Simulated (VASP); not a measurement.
Runs of VASP 6.6.1 on Se. The structure is that of space group P-3m1 (No. 164), or close to it. The cells are those of the table. 

```csv
task,cell,k mesh,cutoff (eV),gap on the mesh (eV),pressure (GPa),largest force (eV/Å)
relaxation of cell and atoms,"relaxed from a = 3.595, b = 3.595, c = 5.990 Å, angles 90.0, 90.0, 120.0°, 4 atoms",6 × 6 × 4,600,none,0.0,0.01
single point,"a = 3.980, b = 3.980, c = 7.463 Å, angles 90.0, 90.0, 120.0°, 4 atoms",12 × 12 × 6,520,none,0.0,(a)
single point,"a = 3.981, b = 3.981, c = 7.467 Å, angles 90.0, 90.0, 120.0°, 4 atoms",6 × 6 × 4,520,none,0.0,0.03
single point,"a = 3.595, b = 3.595, c = 5.990 Å, angles 90.0, 90.0, 120.0°, 4 atoms",6 × 6 × 4,520,none,64.2,2.53
```

Alike in all rows: level PBE; potentials or basis VASP PAW PBE potentials, release 64 (Se); no spin polarisation; smearing gaussian 0.1 eV.

Estimate the missing entries.

(a) 0.02.

Caveats: forces of over 1 eV/Å act on the atoms, so gaps and moduli don't describe the material at rest (some runs).

A k mesh can miss the band edges, and the runs leave out spin-orbit coupling on Se.

A gap of «none» marks levels without a gap at the run's occupations.
